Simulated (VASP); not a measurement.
Here is a VASP 6.6.1 calculation.

The input INCAR:

```
PREC = Accurate ; ENCUT = 600
EDIFF = 1E-7 ; ISMEAR = 0
SIGMA = 0.1 ; LREAL = False
LASPH = True ; NELM = 80
ALGO = Normal ; ISIF = 3
LWAVE = False ; LCHARG = False
GGA = PE ; IBRION = 2
NSW = 90 ; EDIFFG = -0.04
```

KPOINTS

```
Automatic mesh
0
Gamma
  6 6 2
```

Contents of POSCAR:

```
Si5Br2
1.0
    3.6538826683      0.0000000000      0.0000000000
    0.0000000000      3.6538826683      0.0000000000
    0.0000000000      0.0000000000     12.2644174919
Si Br
5 2
Direct
    0.0000000000      0.5000000000      0.0000000000
    0.5000000000      0.0000000000      0.0000000000
    0.0000000000      0.0000000000      0.1411389454
    0.0000000000      0.0000000000      0.8588610546
    0.5000000000      0.5000000000      0.5000000000
    0.5000000000      0.5000000000      0.7102125726
    0.5000000000      0.5000000000      0.2897874274
```

Potentials or basis: VASP PAW PBE potentials, release 64 (Si, Br).

Launch:

```bash
$ cat potpaw_PBE.64/Si/POTCAR potpaw_PBE.64/Br/POTCAR > POTCAR
$ mpirun -np 1 vasp_std > vasp.out
```

(1) Predict the relaxed cell.

(2) Predict the band gap on the k mesh.

(3) Estimate the space group after relaxing (to 0.1 Å).

(4) Predict the relaxed volume.

## Answers

(1) a = 3.622 Å, b = 3.622 Å, c = 12.306 Å, α = 90.00°, β = 90.00°, γ = 90.00°.

(2) zero (bands 17 and 18 overlap by 1.62 eV).

(3) P4/mmm (No. 123).

(4) 23.06 Å³/atom.
